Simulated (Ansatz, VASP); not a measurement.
One calculation of Na2Al2O, two programs

File INCAR:

```
SYSTEM = Na2Al2O
PREC     = Accurate       ! precision mode
ENCUT    = 520            ! plane-wave cutoff, eV
EDIFF    = 1E-7           ! SCF threshold, eV
ISMEAR   = 0              ! smearing method
SIGMA    = 0.1            ! smearing width, eV
LREAL    = .False.        ! projectors in reciprocal space
LASPH    = .True.         ! aspherical terms in the spheres
NELM     = 80             ! most SCF steps
ALGO     = Normal         ! electronic algorithm
ISIF     = 2              ! what is computed and relaxed
LWAVE    = .False.        ! write WAVECAR
LCHARG   = .True.         ! write CHGCAR
GGA      = PE             ! functional
LELF     = .True.         ! ELF
LVHAR    = .True.       
NBANDS   = 21             ! bands
```

The input KPOINTS:

```
Automatic mesh
0
Gamma
  6 6 6
  0 0 0
```

The input POSCAR:

```
Na2Al2O
1.0
    2.5209171100      1.4554521700      3.9912845600
   -2.5209171100      1.4554521700      3.9912845600
    0.0000000000     -2.9109043400      3.9912845600
Na Al O
2 2 1
Direct
    0.6605621500      0.6605621500      0.6605621500
    0.3394378500      0.3394378500      0.3394378500
    0.1563083100      0.1563083100      0.1563083100
    0.8436916900      0.8436916900      0.8436916900
    0.5000000000      0.5000000000      0.5000000000
```

Input for Ansatz:

```yaml
crystal:
  lattice:
    - [2.52091711, 1.45545217, 3.99128456]
    - [-2.52091711, 1.45545217, 3.99128456]
    - [0.0, -2.91090434, 3.99128456]
  atoms:
    - { symbol: Na, position: [0.66056215, 0.66056215, 0.66056215] }
    - { symbol: Na, position: [0.33943785, 0.33943785, 0.33943785] }
    - { symbol: Al, position: [0.15630831, 0.15630831, 0.15630831] }
    - { symbol: Al, position: [0.84369169, 0.84369169, 0.84369169] }
    - { symbol: O, position: [0.5, 0.5, 0.5] }
basis:
  ecutwfc: 420
kpoints:
  mp_grid: { grid: [6, 6, 6] }
hamiltonian:
  xc: pbe
scf:
  occupations: { method: gaussian, width: 0.1 }
  lower_state_search: "off"
output:
  forces: true
  stress: true
  eigenvalues: true
```

Alike in both runs: task single point; functional PBE; k mesh 6 × 6 × 6; occupations gaussian, width 0.1 eV; no spin polarisation.

```csv
,VASP,Ansatz
version,VASP 6.6.1,Ansatz 0.2.0
potentials or method,"VASP PAW PBE potentials, release 64 (Na_pv, Al, O), cutoff 520 eV","scalar-relativistic, plane waves, PAW"
valence electrons in the cell,26,30
```

|  | VASP | Ansatz | Ansatz less VASP |
| --- | --- | --- | --- |
| gap on the k mesh at the Fermi level (eV) | none | none | - |
| pressure (GPa) | 11.7 | 11.4 | -0.26 |
| traceless stress, the component that is largest in VASP (GPa) | 32.21 | 31.55 | -0.659 |
| rms of the force components (eV/Å) | 1.651 | 1.658 | +0.0064 |

Atom by atom the forces differ by 0.038 eV/Å (rms over components). A gap of «none» marks a metal or a gap that the smearing closes. VASP's potentials hold 26 valence electrons a cell and Ansatz's 30, so a difference there can come from the potentials and not from the codes.
